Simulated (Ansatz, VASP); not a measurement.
# BP in VASP and in Ansatz

Contents of INCAR:

```
SYSTEM = BP
ALGO = Normal
EDIFF = 1E-6
ENCUT = 500
GGA = PE
GGA_COMPAT = .False.
ISIF = 2
ISMEAR = 0
LASPH = .True.
LCHARG = .False.
LREAL = .False.
LWAVE = .False.
NBANDS = 26
NELM = 120
PREC = Accurate
SIGMA = 0.1
```

KPOINTS

```
k-points
0
Gamma
  8 8 8
  0 0 0
```

File POSCAR:

```
BP
1.0
    5.3214213084      0.0000000000      0.0000000000
    0.0000000000      5.3214213084      0.0000000000
    0.0000000000      0.0000000000      5.3214213084
B P
4 4
Direct
    0.8750000000      0.8750000000      0.8750000000
    0.6250000000      0.1250000000      0.3750000000
    0.1250000000      0.3750000000      0.6250000000
    0.3750000000      0.6250000000      0.1250000000
    0.3750000000      0.3750000000      0.3750000000
    0.1250000000      0.6250000000      0.8750000000
    0.6250000000      0.8750000000      0.1250000000
    0.8750000000      0.1250000000      0.6250000000
```

Input for Ansatz:

```yaml
crystal:
  lattice:
    - [5.3214213084, 0.0, 0.0]
    - [0.0, 5.3214213084, 0.0]
    - [0.0, 0.0, 5.3214213084]
  atoms:
    - { symbol: B, position: [0.875, 0.875, 0.875] }
    - { symbol: B, position: [0.625, 0.125, 0.375] }
    - { symbol: B, position: [0.125, 0.375, 0.625] }
    - { symbol: B, position: [0.375, 0.625, 0.125] }
    - { symbol: P, position: [0.375, 0.375, 0.375] }
    - { symbol: P, position: [0.125, 0.625, 0.875] }
    - { symbol: P, position: [0.625, 0.875, 0.125] }
    - { symbol: P, position: [0.875, 0.125, 0.625] }
kpoints:
  mp_grid: { grid: [8, 8, 8] }
hamiltonian:
  xc: pbe
  pseudopotentials: { kind: nc, accuracy: standard }
scf:
  occupations: { method: gaussian, width: 0.1 }
  mixing: { preconditioner: local_kerker }
output:
  forces: true
  eigenvalues: true
  stress: true
```

Alike in both runs: task single point; functional PBE; k mesh 8 × 8 × 8; occupations gaussian, width 0.1 eV; no spin polarisation.

```csv
,VASP,Ansatz
version,VASP 6.6.1,Ansatz 0.2.0
potentials or method,"VASP PAW PBE potentials, release 64 (B, P)","scalar-relativistic, plane waves, norm-conserving potentials"
plane-wave cutoff (eV),500,1034
valence electrons in the cell,32,32
```

|  | VASP | Ansatz | Ansatz less VASP |
| --- | --- | --- | --- |
| gap on the k mesh at the Fermi level (eV) | none | none | - |
| pressure (GPa) | -0.1 | 0.0 | +0.08 |

A gap of «none» marks a metal or a gap that the smearing closes.
